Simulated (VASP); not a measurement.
Here is a VASP 6.6.1 calculation.

File POSCAR:

```
TiB2
1.0
    3.0756646205      0.0000000000      0.0000000000
   -1.5378323103      2.6636036949      0.0000000000
    0.0000000000      0.0000000000      3.3035132328
Ti B
1 2
Direct
    0.0000000000      0.0000000000      0.0000000000
    0.3333333333      0.6666666667      0.5000000000
    0.6666666667      0.3333333333      0.5000000000
```

File INCAR.step1:

```
SYSTEM = TiB2
PREC = Accurate
ENCUT = 520
ISMEAR = 0
SIGMA = 0.1
LREAL = .FALSE.
LASPH = .TRUE.
NELM = 80
NBANDS = 16
GGA = PE
ALGO = Normal
EDIFF = 1E-4
LWAVE = .TRUE.
LCHARG = .FALSE.
```

Contents of INCAR.step2:

```
SYSTEM = TiB2
PREC = Accurate
ENCUT = 520
EDIFF = 1E-6
ISMEAR = 0
SIGMA = 0.1
LREAL = .FALSE.
LASPH = .TRUE.
NELM = 80
ALGO = Normal
ISIF = 2
LWAVE = .FALSE.
LCHARG = .FALSE.
METAGGA = R2SCAN
LMIXTAU = .TRUE.
NBANDS = 16
ISTART = 1
```

The input KPOINTS:

```
Automatic mesh
0
G
  15 15 14
  0 0 0
```

Potentials or basis: VASP PAW PBE potentials, release 64 (Ti_sv, B).

Run with:

```sh
$ cat potpaw_PBE.64/Ti_sv/POTCAR potpaw_PBE.64/B/POTCAR > POTCAR
$ cp INCAR.step1 INCAR
$ mpirun -np 1 vasp_std > vasp.out
$ cp INCAR.step2 INCAR
$ mpirun -np 1 vasp_std > vasp.out
```

**Question.** Estimate the band gap on the k mesh.

**Answer.** Zero (bands 9 and 10 overlap by 0.57 eV).

**Question.** Predict the pressure.

**Answer.** -12.7 GPa.

Stress tensor (GPa, compression positive):
```
-12.75   0.00   0.00
  0.00 -12.75   0.00
  0.00   0.00 -12.61
```

Caveat: the cell stands under tension; the PAW data sets were made with another functional, which shifts forces and pressure a little.
